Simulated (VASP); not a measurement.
Crystal: In3GaP2.

```
In Ga P
1.0
     5.45310    0.00000    0.00000
     0.00000    5.45310    0.00000
     0.00000    0.00000    4.33807
In Ga P
3 1 2
Direct
  0.50000 0.50000 0.50000
  0.50000 0.00000 0.00000
  0.00000 0.50000 0.00000
  0.00000 0.00000 0.50000
  0.50000 0.50000 0.00000
  0.00000 0.00000 0.00000
```

| Property | Result |
| --- | --- |
| Program | VASP 6.6.1 |
| Task | relaxation of cell and atoms |
| Functional | PBE |
| Potentials or basis | VASP PAW PBE potentials, release 64 (In_d, Ga_d, P) |
| Cutoff | 600 eV |
| k mesh | 4 × 4 × 4 |
| Occupations | gaussian, width 0.1 eV |
| Spin | no spin polarisation |

At the start: pressure 17.7 GPa; volume 21.50 Å³/atom.

Problem. How do energy, volume and symmetry change on relaxing?

Solution. Over 8 steps the energy falls by 524.7 meV/atom and the volume is 26.04 Å³/atom (+21.1 %); space group P4/mmm (No. 123, to 0.05 Å).

The path:
```tsv
step	energy change (eV)	largest force (eV/Å)	pressure (GPa)	volume (Å³)
1	0.0000	0.0000	17.66	129.00
2	-2.8169	0.0000	-4.05	176.20
3	-2.8584	0.0000	-2.08	165.26
4	-2.8750	0.0000	-2.95	169.62
5	-3.1294	0.0000	-0.89	160.31
6	-3.1297	0.0000	-1.03	160.65
7	-3.1480	0.0000	-0.07	156.76
8	-3.1483	0.0000	0.06	156.24
```

Final structure:
```
CELL_PARAMETERS angstrom
5.38729 0.00000 0.00000
0.00000 5.38729 0.00000
0.00000 0.00000 5.38327
ATOMIC_POSITIONS crystal
In 0.50000 0.50000 0.50000
In 0.50000 0.00000 0.00000
In 0.00000 0.50000 0.00000
Ga 0.00000 0.00000 0.50000
P 0.50000 0.50000 0.00000
P 0.00000 0.00000 0.00000
```

Caveat: the k points lie up to 0.29 Å⁻¹ apart in the final cell; the volume moved by over 15 % at a fixed basis, so the end points are rough; spin-orbit coupling is left out, which moves the levels of the heavy elements.
